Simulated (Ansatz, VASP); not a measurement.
One calculation of B, two programs

```
B
1.0
     3.20317    0.00000    0.00000
    -1.60158    2.77402    0.00000
     0.00000    0.00000    4.92278
B
6
Direct
  0.26929 0.53858 0.25000
  0.46142 0.73071 0.58333
  0.26929 0.73071 0.91667
  0.73071 0.46142 0.75000
  0.53858 0.26929 0.08333
  0.73071 0.26929 0.41667
```

Alike in both runs: functional PBE; k mesh 6 × 6 × 6; occupations gaussian, width 0.1 eV; no spin polarisation.

Ansatz relaxed the structure, and its values are those at the end. VASP's run is a single point on that final structure, the one shown.

|  | VASP | Ansatz |
| --- | --- | --- |
| version | VASP 6.6.1 | Ansatz 0.2.0 |
| potentials or method | VASP PAW PBE potentials, release 64 (B), cutoff 520 eV | scalar-relativistic, plane waves, PAW |
| valence electrons in the cell | 18 | 18 |

```csv
,VASP,Ansatz,Ansatz less VASP
gap on the k mesh at the Fermi level (eV),none,none,-
pressure (GPa),0.1,0.1,+0.01
```

A gap of «none» marks a metal or a gap that the smearing closes. With one functional, cell and mesh, what is left measures potentials, basis and numerics.

The k mesh is coarse, so the values compare programs but aren't converged.
